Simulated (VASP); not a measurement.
**TePb: single point with PBE**

The system is TePb.

```
CELL_PARAMETERS angstrom
4.00229 0.00000 0.00000
0.00000 4.00229 0.00000
0.00000 0.00000 4.00229
ATOMIC_POSITIONS crystal
Pb 0.00000 0.00000 0.00000
Te 0.50000 0.50000 0.50000
```

```json
{
 "Program": "VASP 6.6.1",
 "Task": "single point",
 "Functional": "PBE",
 "Potentials or basis": "VASP PAW PBE potentials, release 64 (Pb_d, Te)",
 "Cutoff": "520 eV",
 "k mesh": "7 × 7 × 7",
 "Occupations": "gaussian, width 0.022 eV",
 "Spin": "no spin polarisation",
 "Dipole correction": "no",
 "Further INCAR settings": "ALGO = Normal; EDIFF = 1e-06; NBANDS = 17"
}
```

The pressure is 0.1 GPa. The band gap on the k mesh is zero (bands 10 and 11 overlap by 0.80 eV).

Levels at points of the mesh, in eV from the Fermi level:
| k point | band 8 | band 9 | band 10 | band 11 | band 12 | band 13 |
| --- | --- | --- | --- | --- | --- | --- |
| (0.00, 0.00, 0.00) | -1.57 | -1.57 | -1.57 | 4.00 | 4.00 | 5.22 |

It took 39 s on 1 thread of Intel Xeon 8259CL (shared host), peak memory 0.18 GiB.

Caveat: spin-orbit coupling is left out, which moves the levels of the heavy elements.
